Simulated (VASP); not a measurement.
# K2Ti in VASP: single point with PBE

Aim: the single point of K2Ti with PBE.

Program: VASP 6.6.1. These are calculated values, not measurements. Logs are shortened: lines on timing, memory, paths and dates and some standing lists are left out, and cuts for length are marked.

**1. The cell of the first run**

The typed cell holds 12 atoms: a = 6.400 Å, b = 6.400 Å, c = 10.431 Å, α = 90.00°, β = 90.00°, γ = 60.00°.

**2. Single point, PBE**

File POSCAR:

```
K2Ti
1.0
    3.1998950000      5.5423790000      0.0000000000
   -3.1998950000      5.5423790000      0.0000000000
    0.0000000000      0.0000000000     10.4309230000
Ti K
4 8
Direct
    0.3333000000      0.3334000000      0.0670000000
    0.6666000000      0.6667000000      0.5670000000
    0.3333000000      0.3334000000      0.4330000000
    0.6667000000      0.6667000000      0.9330000000
    0.8293000000      0.8293000000      0.2500000000
    0.1707000000      0.6586000000      0.7500000000
    0.3414000000      0.8293000000      0.2500000000
    0.1707000000      0.1707000000      0.7500000000
    0.8293000000      0.3414000000      0.2500000000
    0.6586000000      0.1707000000      0.7500000000
    0.0000000000      0.0000000000      0.0000000000
    0.0000000000      0.0000000000      0.5000000000
```

File INCAR.step1:

```
SYSTEM = K2Ti
ALGO     = Normal         ! electronic algorithm
EDIFF    = 1E-6           ! SCF threshold, eV
ENCUT    = 520            ! plane-wave cutoff, eV
GGA      = PE             ! functional
ISIF     = 2              ! what is computed and relaxed
ISMEAR   = -1             ! smearing method
KPAR     = 4            
LASPH    = .True.         ! aspherical terms in the spheres
LCHARG   = .True.         ! write CHGCAR
LMAXMIX  = 4              ! l up to which the mixer works
LREAL    = .False.        ! projectors in reciprocal space
LWAVE    = .False.        ! write WAVECAR
NBANDS   = 72             ! bands
NELM     = 100            ! most SCF steps
PREC     = Accurate       ! precision mode
SIGMA    = 0.0561         ! smearing width, eV
```

File KPOINTS.step1:

```
k-points
0
Gamma
  6 6 4
  0 0 0
```

File INCAR.step2:

```
SYSTEM = K2Ti
ALGO     = Normal         ! electronic algorithm
EDIFF    = 1E-6           ! SCF threshold, eV
ENCUT    = 520            ! plane-wave cutoff, eV
GGA      = PE             ! functional
ICHARG   = 11             ! starting density
ISIF     = 2              ! what is computed and relaxed
ISMEAR   = -5             ! smearing method
KPAR     = 4            
LASPH    = .True.         ! aspherical terms in the spheres
LCHARG   = .False.        ! write CHGCAR
LMAXMIX  = 4              ! l up to which the mixer works
LORBIT   = 11             ! projections on sites
LREAL    = .False.        ! projectors in reciprocal space
LWAVE    = .False.        ! write WAVECAR
NEDOS    = 2001           ! points of the DOS
NELM     = 100            ! most SCF steps
PREC     = Accurate       ! precision mode
SIGMA    = 0.0561         ! smearing width, eV
```

File KPOINTS.step2:

```
k-points
0
Gamma
  9 9 6
  0 0 0
```

Potentials or basis: VASP PAW PBE potentials, release 64 (Ti_sv, K_sv).

Command:

```sh
$ cat potpaw_PBE.64/Ti_sv/POTCAR potpaw_PBE.64/K_sv/POTCAR > POTCAR
$ cp INCAR.step1 INCAR
$ cp KPOINTS.step1 KPOINTS
$ mpirun -np 4 vasp_std > vasp.out
$ cp INCAR.step2 INCAR
$ cp KPOINTS.step2 KPOINTS
$ mpirun -np 4 vasp_std > vasp.out
```

OUTCAR:

```text
SYSTEM = K2Ti
   EDIFF = 1E-6
   ENCUT = 520
   GGA = PE
   ICHARG = 11
   ISIF = 2
   ISMEAR = -5
   LASPH = .True.
   LORBIT = 11
   LREAL = .False.
   NELM = 100
   PREC = Accurate

 ion  position               nearest neighbor table
   1  0.333  0.333  0.067-
   2  0.667  0.667  0.567-
   3  0.333  0.333  0.433-
   4  0.667  0.667  0.933-
   5  0.829  0.829  0.250-   7 3.12   9 3.12  11 3.22  12 3.22   7 3.28   9 3.28
   6  0.171  0.659  0.750-   8 3.12  10 3.12  11 3.22  12 3.22   8 3.28  10 3.28
   7  0.341  0.829  0.250-   5 3.12   9 3.12  11 3.22  12 3.22   5 3.28   9 3.28
   8  0.171  0.171  0.750-   6 3.12  10 3.12  11 3.22  12 3.22   6 3.28  10 3.28
   9  0.829  0.341  0.250-   5 3.12   7 3.12  11 3.22  12 3.22   5 3.28   7 3.28
  10  0.659  0.171  0.750-   8 3.12   6 3.12  11 3.22  12 3.22   8 3.28   6 3.28
  11  0.000  0.000  0.000-   5 3.22   8 3.22   7 3.22   6 3.22   9 3.22  10 3.22
  12  0.000  0.000  0.500-   5 3.22   8 3.22   7 3.22   6 3.22   9 3.22  10 3.22

  LATTYP: Found a hexagonal cell.
 ALAT       =     6.3997885114
 C/A-ratio  =     1.6298855785

  Lattice vectors:

 A1 = (   3.1998950000,  -5.5423790000,   0.0000000000)
 A2 = (   3.1998950000,   5.5423790000,   0.0000000000)
 A3 = (   0.0000000000,   0.0000000000,  10.4309230000)

Analysis of symmetry for initial positions (statically):
=====================================================================
 Subroutine PRICEL returns:
 Original cell was already a primitive cell.

 Routine SETGRP: Setting up the symmetry group for a
 hexagonal supercell.

 Subroutine GETGRP returns: Found  2 space group operations
 (whereof  1 operations were pure point group operations)
 out of a pool of 24 trial point group operations.

The static configuration has the point symmetry C_1 .
 The point group associated with its full space group is C_2 .

Analysis of symmetry for dynamics (positions and initial velocities):
=====================================================================
 Subroutine PRICEL returns:
 Original cell was already a primitive cell.

 Routine SETGRP: Setting up the symmetry group for a
 hexagonal supercell.

 Subroutine GETGRP returns: Found  2 space group operations
 (whereof  1 operations were pure point group operations)
 out of a pool of 24 trial point group operations.

The dynamic configuration has the point symmetry C_1 .
 The point group associated with its full space group is C_2 .

 Subroutine INISYM returns: Found  2 space group operations
 (whereof  1 operations are pure point group operations),
 and found     1 'primitive' translations

----------------------------------------------------------------------------------------

                                     Primitive cell

  volume of cell :     369.9855

  direct lattice vectors                    reciprocal lattice vectors
     3.199895000  5.542379000  0.000000000     0.156255127  0.090213968  0.000000000
    -3.199895000  5.542379000  0.000000000    -0.156255127  0.090213968  0.000000000
     0.000000000  0.000000000 10.430923000     0.000000000  0.000000000  0.095868793

  length of vectors
     6.399788511  6.399788511 10.430923000     0.180427893  0.180427893  0.095868793

  position of ions in fractional coordinates (direct lattice)
     0.333300000  0.333400000  0.067000000
     0.666600000  0.666700000  0.567000000
     0.333300000  0.333400000  0.433000000
     0.666700000  0.666700000  0.933000000
     0.829300000  0.829300000  0.250000000
     0.170700000  0.658600000  0.750000000
     0.341400000  0.829300000  0.250000000
     0.170700000  0.170700000  0.750000000
     0.829300000  0.341400000  0.250000000
     0.658600000  0.170700000  0.750000000
     0.000000000  0.000000000  0.000000000
     0.000000000  0.000000000  0.500000000

  ion indices of the primitive-cell ions
   primitive index   ion index
                 1           1
                 2           2
                 3           3
                 4           4
                 5           5
                 6           6
                 7           7
                 8           8
                 9           9
                10          10
                11          11
                12          12

----------------------------------------------------------------------------------------

 KPOINTS: k-points

Automatic generation of k-mesh.
 Grid dimensions read from file:
 generate k-points for:    9    9    6

 Generating k-lattice:

  Cartesian coordinates                     Fractional coordinates (reciprocal lattice)
     0.017361681  0.010023774  0.000000000     0.111111111 -0.000000000  0.000000000
    -0.017361681  0.010023774  0.000000000    -0.000000000  0.111111111  0.000000000
     0.000000000  0.000000000  0.015978132     0.000000000  0.000000000  0.166666667

  Length of vectors
     0.020047544  0.020047544  0.015978132

  Shift w.r.t. Gamma in fractional coordinates (k-lattice)
     0.000000000  0.000000000  0.000000000

 TETIRR: Found   1240 inequivalent tetrahedra from     2916

 Subroutine IBZKPT returns following result:
 ===========================================

 Found    140 irreducible k-points:

 Following reciprocal coordinates:
            Coordinates               Weight
  0.000000  0.000000  0.000000      1.000000
  0.111111  0.000000  0.000000      4.000000
  0.000000  0.111111  0.000000      2.000000
  0.222222  0.000000  0.000000      4.000000
  0.000000  0.222222  0.000000      2.000000
  0.333333  0.000000  0.000000      4.000000
[... 16 lines left out ...]
  0.333333 -0.444444  0.000000      4.000000
 -0.222222  0.333333  0.000000      4.000000
 [... further k-points ...]
   k-points           NKPTS =    140   k-points in BZ     NKDIM =    140   number of bands    NBANDS=     72
   number of dos      NEDOS =   2001   number of ions     NIONS =     12
   total plane-waves  NPLWV = 184320
   dimension x,y,z NGX =    48 NGY =   48 NGZ =   80
   dimension x,y,z NGXF=    96 NGYF=   96 NGZF=  160
   ions per type =               4   8
   NGX,Y,Z   is equivalent  to a cutoff of  12.47, 12.47, 12.75 a.u.
   NGXF,Y,Z  is equivalent  to a cutoff of  24.94, 24.94, 25.50 a.u.
 SYSTEM =  K2Ti
   PREC   = accura    normal or accurate (medium, high low for compatibility)
   ISTART =      0    job   : 0-new  1-cont  2-samecut
   ICHARG =     11    charge: 1-file 2-atom 10-const
   ISPIN  =      1    spin polarized calculation?
   LNONCOLLINEAR =      F non collinear calculations
   LSORBIT =      F    spin-orbit coupling
   LASPH  =      T    aspherical Exc in radial PAW
   ENCUT  =  520.0 eV  38.22 Ry    6.18 a.u.  11.90 11.90 19.39*2*pi/ulx,y,z
   NELM   =    100;   NELMIN=  2; NELMDL=  0     # of ELM steps
   EDIFF  = 0.1E-05   stopping-criterion for ELM
   LREAL  =      F    real-space projection
   EDIFFG = 0.1E-04   stopping-criterion for IOM
   NSW    =      0    number of steps for IOM
   IBRION =     -1    ionic relax: 0-MD 1-quasi-New 2-CG
   NFREE  =      0    steps in history (QN), initial steepest desc. (CG)
   ISIF   =      2    stress and relaxation
   ISYM   =      2    0-nonsym 1-usesym 2-fastsym
   POTIM  = 0.5000    time-step for ionic-motion
   TEBEG  =    0.0;   TEEND  =   0.0 temperature during run
   PSTRESS=    0.0 pullay stress
   NELECT =     120.0000    total number of electrons
   NUPDOWN=      -1.0000    fix difference up-down
   EMIN   =  10.00;   EMAX   =-10.00  energy-range for DOS
   EFERMI =   0.00;   METHOD = LEGACY
   ISMEAR =    -5;   SIGMA  =   0.06  broadening in eV -4-tet -1-fermi 0-gaus
   EFERMI_NEDOS =   21; number of points for ismear=-14 and -15
   IALGO  =     38    algorithm
   IMIX   =      4    mixing-type and parameters
     AMIX     =   0.40;   BMIX     =  1.00
     AMIX_MAG =   1.60;   BMIX_MAG =  1.00
  volume/ion in A,a.u.               =      30.83       208.07
  Fermi-wavevector in a.u.,A,eV,Ry     =   1.124796  2.125556 17.213623  1.265166
  Thomas-Fermi vector in A             =   2.261470
   LORBIT       =     11    0 simple, 1 ext, 2 COOP (PROOUT), +10 PAW based schemes
   GGA     = PE    functional components
   LHFCALC =     F    Hartree Fock is set to
   AEXX    =    0.0000 exact exchange contribution
   IVDW    =     0    specifies the selected vdW correction
   LEPSILON=     F    determine dielectric tensor
   LRPA    =     F    only Hartree local field effects (RPA)
 non-spin polarized calculation
 Fermi weights with tetrahedron method with Bloechl corrections
  energy-cutoff  :      520.00
  volume of cell :      369.99
 maximum number of plane-waves:     10008

 number of electron     120.0000003 magnetization

 Free energy of the ion-electron system (eV)
  ---------------------------------------------------
  ext. energy  EPLUGINS =         0.00000000
  ---------------------------------------------------
  free energy    TOTEN  =       -21.56882410 eV

  energy without entropy =      -21.56882410  energy(sigma->0) =      -21.56882410

 E-fermi :   2.8851     XC(G=0):  -8.5170

 val. band max:        2.9020237498   @ k =   0.2222   0.1111   0.0000
 cond. band min:       2.8805487231   @ k =   0.0000   0.4444   0.5000
 fundamental gap:     -0.0214750267
 Fermi energy:         2.8851382608

 k-point     1 :       0.0000    0.0000    0.0000
  band No.  band energies     occupation
      1     -54.5983      2.00000
      2     -54.5978      2.00000
      3     -54.5975      2.00000
      4     -54.5970      2.00000
      5     -30.8514      2.00000
      6     -30.8514      2.00000
[... 64 lines left out ...]
     71       3.7505      0.00000
     72       3.7544      0.00000
[... 1723 lines left out ...]
     71       3.6142      0.00000
     72       3.7225      0.00000

 [... further k-points ...]

------------------------ aborting loop because EDIFF is reached ----------------------------------------

  FORCE on cell =-STRESS in cart. coord.  units (eV):
  Direction    XX          YY          ZZ          XY          YZ          ZX
  --------------------------------------------------------------------------------------
  -------------------------------------------------------------------------------------
  Total        8.5669932      8.5649676      7.0800945     -0.0017496     -0.0126115     -0.0072812
  in kB       37.0983266     37.0895550     30.6594919     -0.0075765     -0.0546124     -0.0315305
  external PRESSURE =      34.9491245 kB  Pullay stress =       0.0000000 kB

 VOLUME and BASIS-vectors are now :
 -----------------------------------------------------------------------------
  energy-cutoff  :      520.00
  volume of cell :      369.99
      direct lattice vectors                 reciprocal lattice vectors
     3.199895000  5.542379000  0.000000000     0.156255127  0.090213968  0.000000000
    -3.199895000  5.542379000  0.000000000    -0.156255127  0.090213968  0.000000000
     0.000000000  0.000000000 10.430923000     0.000000000  0.000000000  0.095868793

 POSITION                                       TOTAL-FORCE (eV/Angst)
 -----------------------------------------------------------------------------------
     -0.00032      3.69510      0.69887        -0.000375     -0.001300     -0.012151
     -0.00032      7.38965      5.91433        -0.000190     -0.000703     -0.011577
     -0.00032      3.69510      4.51659         0.000939      0.000975      0.012151
      0.00000      7.39021      9.73205         0.000514      0.000515      0.011577
      0.00000      9.19259      2.60773        -0.000370     -0.424381      0.000462
     -1.56123      4.59629      7.82319         0.367463     -0.212155      0.000000
     -1.56123      6.48846      2.60773         0.367340      0.212511     -0.000462
      0.00000      1.89217      7.82319        -0.000140      0.424041     -0.000364
      1.56123      6.48846      2.60773        -0.367207      0.212007      0.000000
      1.56123      4.59629      7.82319        -0.367301     -0.211900      0.000364
      0.00000      0.00000      0.00000        -0.000242      0.000359     -0.000105
      0.00000      0.00000      5.21546        -0.000432      0.000030      0.000105
 -----------------------------------------------------------------------------------
    total drift:                                0.000009     -0.000005      0.000000

  FREE ENERGIE OF THE ION-ELECTRON SYSTEM (eV)
  ---------------------------------------------------
  free  energy   TOTEN  =       -21.5688240999 eV

  energy  without entropy=      -21.5688240999  energy(sigma->0) =      -21.56882410

 total charge

# of ion       s       p       d       tot
------------------------------------------
    1        2.210   5.992   1.807  10.009
    2        2.210   5.992   1.807  10.009
    3        2.210   5.992   1.807  10.009
    4        2.210   5.992   1.807  10.009
    5        2.008   5.551   0.058   7.617
    6        2.008   5.551   0.058   7.617
    7        2.008   5.551   0.058   7.617
    8        2.008   5.551   0.058   7.617
    9        2.008   5.551   0.058   7.617
   10        2.008   5.551   0.058   7.617
   11        2.007   5.552   0.055   7.614
   12        2.007   5.552   0.055   7.614
--------------------------------------------------
tot         24.902  68.378   7.685 100.964
```

Run time: 15 min. Hardware: 4 MPI ranks of AMD EPYC 9R45 (Zen 5), shared host; peak memory 2.2 GiB.

What came out:

```
Valence electrons inside the program's atomic spheres : Ti 10.01; K 7.62, 7.61 (each value once)
```

Levels at points of the mesh, in eV from the Fermi level:
```
           k point  band 58  band 59  band 60  band 61  band 62  band 63
(0.00, 0.00, 0.00)    -0.07    -0.07     0.15     0.16     0.16     0.23
(0.00, 0.00, 0.50)    -0.29     0.04     0.04     0.04     0.04     0.36
```
